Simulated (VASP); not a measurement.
A run of VASP 6.6.1 is set up as follows.

The input INCAR:

```
  PREC = Accurate
  ENCUT = 520
  EDIFF = 1E-6
  ISMEAR = -1
  SIGMA = 0.05
  LREAL = False
  LASPH = True
  NELM = 80
  ALGO = Normal
  ISIF = 2
  LWAVE = False
  LCHARG = False
  GGA = PS
  NBANDS = 11
```

KPOINTS

```
regular mesh
0
Gamma
  10 10 10
```

The input POSCAR:

```
MgO
1.0
    0.0000000000      2.3365076907      2.3365076907
    2.3365076907      0.0000000000      2.3365076907
    2.3365076907      2.3365076907      0.0000000000
Mg O
1 1
Direct
    0.5000000000      0.5000000000      0.5000000000
    0.7500000000      0.7500000000      0.7500000000
```

Potentials or basis: VASP PAW PBE potentials, release 64 (Mg, O).

Run with:

```bash
$ cat potpaw_PBE.64/Mg/POTCAR potpaw_PBE.64/O/POTCAR > POTCAR
$ mpirun -np 1 vasp_std > vasp.out
```

(1) Estimate the pressure.

(2) Predict the band gap on the k mesh.

Results:

(1) -7.0 GPa.

(2) 3.15 eV, direct.

Caveat: the PAW data sets were made with another functional, which shifts forces and pressure a little.
